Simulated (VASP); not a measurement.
Wanted: the native input for a VASP 6.6.1 run.

```yaml
Task: single point
Functional: PBE
Potentials_or_basis: VASP PAW PBE potentials, release 64 (In_d, P)
Cutoff: 500 eV
k_mesh: 10 × 10 × 6
Occupations: gaussian, width 0.02 eV
Spin: no spin polarisation
Dipole_correction: no
Further_INCAR_settings: ALGO = Normal; EDIFF = 1e-06; NBANDS = 26
```

The structure of InP lies in POSCAR:

```
InP
1.0
    4.0501042810      0.0000000000      0.0000000000
    0.0000000000      4.0501042810      0.0000000000
    0.0000000000      0.0000000000      6.1525146352
In P
2 2
Direct
    0.0000000000      0.0000000000      0.0000000000
    0.5000000000      0.5000000000      0.5000000000
    1.0000000000      0.5000000000      0.2500000000
    0.5000000000      1.0000000000      0.7500000000
```

The input as run:

INCAR

```
SYSTEM = InP
PREC     = Accurate       ! precision mode
ENCUT    = 500            ! plane-wave cutoff, eV
EDIFF    = 1E-6           ! SCF threshold, eV
ISMEAR   = 0              ! smearing method
SIGMA    = 0.02           ! smearing width, eV
LREAL    = .FALSE.        ! projectors in reciprocal space
LASPH    = .TRUE.         ! aspherical terms in the spheres
NELM     = 120            ! most SCF steps
ALGO     = Normal         ! electronic algorithm
ISIF     = 2              ! what is computed and relaxed
LWAVE    = .FALSE.        ! write WAVECAR
LCHARG   = .FALSE.        ! write CHGCAR
GGA      = PE             ! functional
NBANDS   = 26             ! bands
GGA_COMPAT= .FALSE.
```

KPOINTS

```
Automatic mesh
0
G
  10 10 6
  0 0 0
```

Potentials or basis: VASP PAW PBE potentials, release 64 (In_d, P).

Launch:

```bash
$ cat potpaw_PBE.64/In_d/POTCAR potpaw_PBE.64/P/POTCAR > POTCAR
$ mpirun -np 1 vasp_std > vasp.out
```

It gave:

| Quantity | Value |
| --- | --- |
| Pressure | 2.9 GPa |
| Band gap on the k mesh | 0.55 eV |

Caveat: semilocal functionals underestimate gaps, and a narrow one can read as zero; spin-orbit coupling is left out, which moves the levels of the heavy elements.

Wall time 4.6 min on 1 thread of Intel Xeon 8259CL (shared host), peak memory 0.31 GiB.
